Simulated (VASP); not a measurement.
Wanted: the native input for a VASP 6.6.1 run.

```
Task                   : single point
Functional             : PBEsol
Potentials or basis    : VASP PAW PBE potentials, release 64 (Al, W_sv)
Cutoff                 : 520 eV
k mesh                 : 3 × 3 × 1
Occupations            : fermi-dirac, width 0.05 eV
Spin                   : no spin polarisation
Dipole correction      : no
Further INCAR settings : ALGO = Normal; EDIFF = 1e-07; NBANDS = 37
```

The structure of Al12W lies in POSCAR:

```
Al12W
1.0
    5.7275650000      0.0000000000      0.0000000000
    2.8637820000      4.9602170000      0.0000000000
    0.0000000000      0.0000000000     15.6765370000
Al W
12 1
Direct
    0.1666684945      0.1666660955      0.0637895984
    0.6666715499      0.1666660955      0.0637895984
    0.1666709227      0.6666643818      0.0637895984
    0.6666739781      0.6666643818      0.0637895984
   -0.2382651731      0.4005469922      0.2089683455
    0.1993872982      0.3904264672      0.2225108772
   -0.1947475223      0.9197379873      0.2180583633
    0.3928767721      0.8404874222      0.2727324281
    0.2801286528      0.0175798760      0.5170019374
    0.6101946615      0.1312845789      0.3667008855
    0.0903266157      0.6256581113      0.5454457193
    0.6943831005      0.5059657672      0.4059697623
    0.6353186051      1.1376115198      0.5256071542
```

These files were run (other wordings do the same):

INCAR

```
ALGO = Normal
EDIFF = 1E-7
ENCUT = 520
GGA = PS
ISIF = 2
ISMEAR = -1
LASPH = True
LCHARG = False
LREAL = False
LWAVE = False
NBANDS = 37
NELM = 80
PREC = Accurate
SIGMA = 0.05
```

KPOINTS

```
k-points
0
Gamma
  3 3 1
```

Potentials or basis: VASP PAW PBE potentials, release 64 (Al, W_sv).

Run with:

```sh
$ cat potpaw_PBE.64/Al/POTCAR potpaw_PBE.64/W_sv/POTCAR > POTCAR
$ mpirun -np 1 vasp_std > vasp.out
```

It gave:

The largest force is 2.087 eV/Å. The band gap on the k mesh is zero (bands 25 and 26 overlap by 0.71 eV).

Caveat: the k points lie up to 0.42 Å⁻¹ apart, too coarse for converged energies and pressures of a metal; the atoms stand as in a frame of molecular dynamics; the PAW data sets were made with another functional, which shifts forces and pressure a little; spin-orbit coupling is left out, which moves the levels of the heavy elements.

Wall time 3 min on 1 thread of Intel(R) Xeon(R) Platinum 8488C (Sapphire Rapids) (shared host), peak memory 0.59 GiB.
